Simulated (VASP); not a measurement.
# P in VASP: notebook

Runs on P. Level: PBE. Tasks: single point.

All numbers are computed with VASP 6.6.1; they aren't measurements. Logs are shortened: lines on timing, memory, paths and dates and some standing lists are left out, and cuts for length are marked.

## 1. The cell of the first run

The cell holds a cluster in a box, 1 atom: a = 8.500 Å, b = 8.800 Å, c = 9.100 Å, α = 90.00°, β = 90.00°, γ = 90.00°.

## 2. Single point, PBE, collinear spin, ferromagnetic start

INCAR reads:

```
SYSTEM = P
ALGO = Normal ; EDIFF = 1E-6
ENCUT = 400 ; GGA = PE
GGA_COMPAT = .False. ; ISIF = 2
ISMEAR = -1 ; ISPIN = 2
LASPH = .True. ; LCHARG = .True.
LELF = .True. ; LORBIT = 11
LREAL = .False. ; LVHAR = .True.
LWAVE = .False. ; MAGMOM = 3
NBANDS = 12 ; NELM = 200
PREC = Accurate ; SIGMA = 0.1
```

KPOINTS reads:

```
k-points
0
Gamma
  1 1 1
  0 0 0
```

POSCAR reads:

```
P
1.0
    8.5000000000      0.0000000000      0.0000000000
    0.0000000000      8.8000000000      0.0000000000
    0.0000000000      0.0000000000      9.1000000000
P
1
Direct
    0.4976847800      0.5047067200      0.5036090700
```

Potentials or basis: VASP PAW PBE potentials, release 64 (P).

Started as:

```
cat potpaw_PBE.64/P/POTCAR > POTCAR
mpirun -np 1 vasp_gam > vasp.out
```

OUTCAR:

```text
SYSTEM = P
   EDIFF = 1E-6
   ENCUT = 400
   GGA = PE
   ISIF = 2
   ISMEAR = -1
   ISPIN = 2
   LASPH = .True.
   LORBIT = 11
   LREAL = .False.
   NELM = 200
   PREC = Accurate

 ion  position               nearest neighbor table
   1  0.498  0.505  0.504-

  LATTYP: Found a simple orthorhombic cell.
 ALAT       =     8.5000000000
 B/A-ratio  =     1.0352941176
 C/A-ratio  =     1.0705882353

  Lattice vectors:

 A1 = (   8.5000000000,   0.0000000000,   0.0000000000)
 A2 = (   0.0000000000,   8.8000000000,   0.0000000000)
 A3 = (   0.0000000000,   0.0000000000,   9.1000000000)

Analysis of symmetry for initial positions (statically):
=====================================================================
 Subroutine PRICEL returns:
 Original cell was already a primitive cell.

 Routine SETGRP: Setting up the symmetry group for a
 simple orthorhombic supercell.

 Subroutine GETGRP returns: Found  8 space group operations
 (whereof  1 operations were pure point group operations)
 out of a pool of  8 trial point group operations.

The static configuration has the point symmetry C_1 .
 The point group associated with its full space group is D_2h.

Analysis of symmetry for dynamics (positions and initial velocities):
=====================================================================
 Subroutine PRICEL returns:
 Original cell was already a primitive cell.

 Routine SETGRP: Setting up the symmetry group for a
 simple orthorhombic supercell.

 Subroutine GETGRP returns: Found  8 space group operations
 (whereof  1 operations were pure point group operations)
 out of a pool of  8 trial point group operations.

The dynamic configuration has the point symmetry C_1 .
 The point group associated with its full space group is D_2h.

Analysis of structural, dynamic, and magnetic symmetry:
=====================================================================
 Subroutine PRICEL returns:
 Original cell was already a primitive cell.

 Routine SETGRP: Setting up the symmetry group for a
 simple orthorhombic supercell.

 Subroutine GETGRP returns: Found  8 space group operations
 (whereof  1 operations were pure point group operations)
 out of a pool of  8 trial point group operations.

The overall configuration has the point symmetry C_1 .
 The point group associated with its full space group is D_2h.
[... 85 lines left out ...]
   NUPDOWN=      -1.0000    fix difference up-down
   EMIN   =  10.00;   EMAX   =-10.00  energy-range for DOS
   EFERMI =   0.00;   METHOD = LEGACY
   ISMEAR =    -1;   SIGMA  =   0.10  broadening in eV -4-tet -1-fermi 0-gaus
   EFERMI_NEDOS =   21; number of points for ismear=-14 and -15
   IALGO  =     38    algorithm
   IMIX   =      4    mixing-type and parameters
     AMIX     =   0.40;   BMIX     =  1.00
     AMIX_MAG =   1.60;   BMIX_MAG =  1.00
  volume/ion in A,a.u.               =     680.68      4593.46
  Fermi-wavevector in a.u.,A,eV,Ry     =   0.318237  0.601380  1.377926  0.101275
  Thomas-Fermi vector in A             =   1.202899
   LORBIT       =     11    0 simple, 1 ext, 2 COOP (PROOUT), +10 PAW based schemes
   GGA     = PE    functional components
   LHFCALC =     F    Hartree Fock is set to
   AEXX    =    0.0000 exact exchange contribution
   IVDW    =     0    specifies the selected vdW correction
   LEPSILON=     F    determine dielectric tensor
   LRPA    =     F    only Hartree local field effects (RPA)
 spin polarized calculation
  energy-cutoff  :      400.00
  volume of cell :      680.68
 maximum number of plane-waves:      6190
 NGX is ok and might be reduce to    54
   NGX = 27   NGY = 29   NGZ = 29

 number of electron       4.9999999 magnetization       2.9999838

 Free energy of the ion-electron system (eV)
  ---------------------------------------------------
  ext. energy  EPLUGINS =         0.00000000
  ---------------------------------------------------
  free energy    TOTEN  =        -1.88307357 eV

  energy without entropy =       -1.88305117  energy(sigma->0) =       -1.88306237

 E-fermi :  -4.6737     XC(G=0):  -0.9748

 val. band max:       -5.9552221537   @ k =   0.0000   0.0000   0.0000
 cond. band min:      -3.3934135540   @ k =   0.0000   0.0000   0.0000
 fundamental gap:      2.5618085997
 Fermi energy:        -4.6737325566

 spin component 1

 k-point     1 :       0.0000    0.0000    0.0000
  band No.  band energies     occupation
      1     -14.4748      1.00000
      2      -5.9565      1.00000
      3      -5.9560      1.00000
      4      -5.9552      1.00000
      5      -0.6269      0.00000
      6       1.0813      0.00000
      7       1.1365      0.00000
      8       1.3090      0.00000
      9       1.4346      0.00000
     10       1.5760      0.00000
     11       1.7654      0.00000
     12       2.0631      0.00000
 Fermi energy:        -4.6737325566

 spin component 2

 k-point     1 :       0.0000    0.0000    0.0000
  band No.  band energies     occupation
      1     -11.7496      1.00000
      2      -3.3934      0.00000
      3      -3.3917      0.00000
      4      -3.3894      0.00000
      5       0.0814      0.00000
      6       1.7897      0.00000
      7       1.8883      0.00000
      8       2.0498      0.00000
      9       2.1747      0.00000
     10       2.3115      0.00000
     11       2.3140      0.00000
     12       3.1916      0.00000

------------------------ aborting loop because EDIFF is reached ----------------------------------------

  FORCE on cell =-STRESS in cart. coord.  units (eV):
  Direction    XX          YY          ZZ          XY          YZ          ZX
  --------------------------------------------------------------------------------------
  -------------------------------------------------------------------------------------
  Total        0.0173759      0.0116324      0.0079254      0.0000000      0.0000000      0.0000000
  in kB        0.0408991      0.0273801      0.0186548      0.0000000      0.0000000      0.0000000
  external PRESSURE =       0.0289780 kB  Pullay stress =       0.0000000 kB

 VOLUME and BASIS-vectors are now :
 -----------------------------------------------------------------------------
  energy-cutoff  :      400.00
  volume of cell :      680.68
      direct lattice vectors                 reciprocal lattice vectors
     8.500000000  0.000000000  0.000000000     0.117647059  0.000000000  0.000000000
     0.000000000  8.800000000  0.000000000     0.000000000  0.113636364  0.000000000
     0.000000000  0.000000000  9.100000000     0.000000000  0.000000000  0.109890110

 POSITION                                       TOTAL-FORCE (eV/Angst)
 -----------------------------------------------------------------------------------
      4.23032      4.44142      4.58284         0.000000      0.000000      0.000000
 -----------------------------------------------------------------------------------
    total drift:                               -0.000007      0.000000      0.000004

  FREE ENERGIE OF THE ION-ELECTRON SYSTEM (eV)
  ---------------------------------------------------
  free  energy   TOTEN  =        -1.8830735656 eV

  energy  without entropy=       -1.8830511653  energy(sigma->0) =       -1.88306237

 total charge

# of ion       s       p       d       tot
------------------------------------------
    1        1.152   1.192   0.000   2.344

 magnetization (x)

# of ion       s       p       d       tot
------------------------------------------
    1        0.020   1.192   0.000   1.212
```

stdout:

```text
POSCAR found type information on POSCAR P
 POSCAR found :  1 types and       1 ions
 scaLAPACK will be used
 LDA part: xc-table for (Slater+PW92), standard interpolation
 POSCAR, INCAR and KPOINTS ok, starting setup
 FFT: planning ... GRIDC
 FFT: planning ... GRID_SOFT
 FFT: planning ... GRID
 WAVECAR not read
 entering main loop
```

Run time: 63 s. Hardware: 1 thread of Intel Xeon Platinum 8488C (Sapphire Rapids), shared host; peak memory 0.56 GiB.

What came out:

| Item | Value |
| --- | --- |
| Free energy | -1.8831 eV |
| Gap between the frontier levels | 2.56 eV |
| Net moment | 3.00 μB per cell |
| Site moments | P +1.21 μB |
| Valence electrons inside the program's atomic spheres | P 2.34 |

## 3. Single point, PBE, collinear spin, ferromagnetic start

INCAR reads:

```
PREC = Accurate
ENCUT = 400
EDIFF = 1E-6
ISMEAR = -1
SIGMA = 0.1
LREAL = F
LASPH = T
NELM = 200
ALGO = Normal
ISIF = 2
LWAVE = F
LCHARG = T
ISPIN = 2
MAGMOM = 3
LORBIT = 11
GGA = PE
LELF = T
LVHAR = T
NBANDS = 12
GGA_COMPAT = F
```

KPOINTS reads:

```
regular mesh
0
Gamma
  1 1 1
```

POSCAR is that of step 2.

Potentials or basis: VASP PAW PBE potentials, release 64 (P).

Started as:

```
cat potpaw_PBE.64/P/POTCAR > POTCAR
mpirun -np 1 vasp_gam > vasp.out
```

OUTCAR:

```text
PREC = Accurate
   ENCUT = 400
   EDIFF = 1E-6
   ISMEAR = -1
   LREAL = F
   LASPH = T
   NELM = 200
   ISIF = 2
   ISPIN = 2
   LORBIT = 11
   GGA = PE

 ion  position               nearest neighbor table
   1  0.498  0.505  0.504-

  LATTYP: Found a simple orthorhombic cell.
 ALAT       =     8.5000000000
 B/A-ratio  =     1.0352941176
 C/A-ratio  =     1.0705882353

  Lattice vectors:

 A1 = (   8.5000000000,   0.0000000000,   0.0000000000)
 A2 = (   0.0000000000,   8.8000000000,   0.0000000000)
 A3 = (   0.0000000000,   0.0000000000,   9.1000000000)

Analysis of symmetry for initial positions (statically):
=====================================================================
 Subroutine PRICEL returns:
 Original cell was already a primitive cell.

 Routine SETGRP: Setting up the symmetry group for a
 simple orthorhombic supercell.

 Subroutine GETGRP returns: Found  8 space group operations
 (whereof  1 operations were pure point group operations)
 out of a pool of  8 trial point group operations.

The static configuration has the point symmetry C_1 .
 The point group associated with its full space group is D_2h.

[... 174 lines left out ...]

 spin component 2

 k-point     1 :       0.0000    0.0000    0.0000
  band No.  band energies     occupation
      1     -11.7496      1.00000
      2      -3.3934      0.00000
      3      -3.3917      0.00000
      4      -3.3894      0.00000
      5       0.0814      0.00000
      6       1.7897      0.00000
      7       1.8883      0.00000
      8       2.0498      0.00000
      9       2.1747      0.00000
     10       2.3115      0.00000
     11       2.3140      0.00000
     12       3.1916      0.00000

------------------------ aborting loop because EDIFF is reached ----------------------------------------

  FORCE on cell =-STRESS in cart. coord.  units (eV):
  Direction    XX          YY          ZZ          XY          YZ          ZX
  --------------------------------------------------------------------------------------
  -------------------------------------------------------------------------------------
  Total        0.0173759      0.0116324      0.0079254      0.0000000      0.0000000      0.0000000
  in kB        0.0408991      0.0273801      0.0186548      0.0000000      0.0000000      0.0000000
  external PRESSURE =       0.0289780 kB  Pullay stress =       0.0000000 kB

 VOLUME and BASIS-vectors are now :
 -----------------------------------------------------------------------------
  energy-cutoff  :      400.00
  volume of cell :      680.68
      direct lattice vectors                 reciprocal lattice vectors
     8.500000000  0.000000000  0.000000000     0.117647059  0.000000000  0.000000000
     0.000000000  8.800000000  0.000000000     0.000000000  0.113636364  0.000000000
     0.000000000  0.000000000  9.100000000     0.000000000  0.000000000  0.109890110

 POSITION                                       TOTAL-FORCE (eV/Angst)
 -----------------------------------------------------------------------------------
      4.23032      4.44142      4.58284         0.000000      0.000000      0.000000
 -----------------------------------------------------------------------------------
    total drift:                               -0.000007      0.000000      0.000004

  FREE ENERGIE OF THE ION-ELECTRON SYSTEM (eV)
  ---------------------------------------------------
  free  energy   TOTEN  =        -1.8830735656 eV

  energy  without entropy=       -1.8830511653  energy(sigma->0) =       -1.88306237

 total charge

# of ion       s       p       d       tot
------------------------------------------
    1        1.152   1.192   0.000   2.344

 magnetization (x)

# of ion       s       p       d       tot
------------------------------------------
    1        0.020   1.192   0.000   1.212
```

Run time: 54 s. Hardware: 1 thread of Intel Xeon Platinum 8488C (Sapphire Rapids), shared host; peak memory 0.56 GiB.

Results:

* Free energy: -1.8831 eV
* Gap between the frontier levels: 2.56 eV
* Net moment: 3.00 μB per cell
* Site moments: P +1.21 μB
* Valence electrons inside the program's atomic spheres: P 2.34

Levels at points of the mesh, in eV from the valence-band top:
Spin up:
| k point | band 1 | band 2 | band 3 | band 4 | band 5 | band 6 | band 7 | band 8 | band 9 |
| --- | --- | --- | --- | --- | --- | --- | --- | --- | --- |
| (0.00, 0.00, 0.00) | -8.52 | 0.00 | 0.00 | 0.00 | 5.33 | 7.04 | 7.09 | 7.26 | 7.39 |
Spin down:
```csv
k point,band 1,band 2,band 3,band 4,band 5
"(0.00, 0.00, 0.00)",-5.79,2.56,2.56,2.57,6.04
```
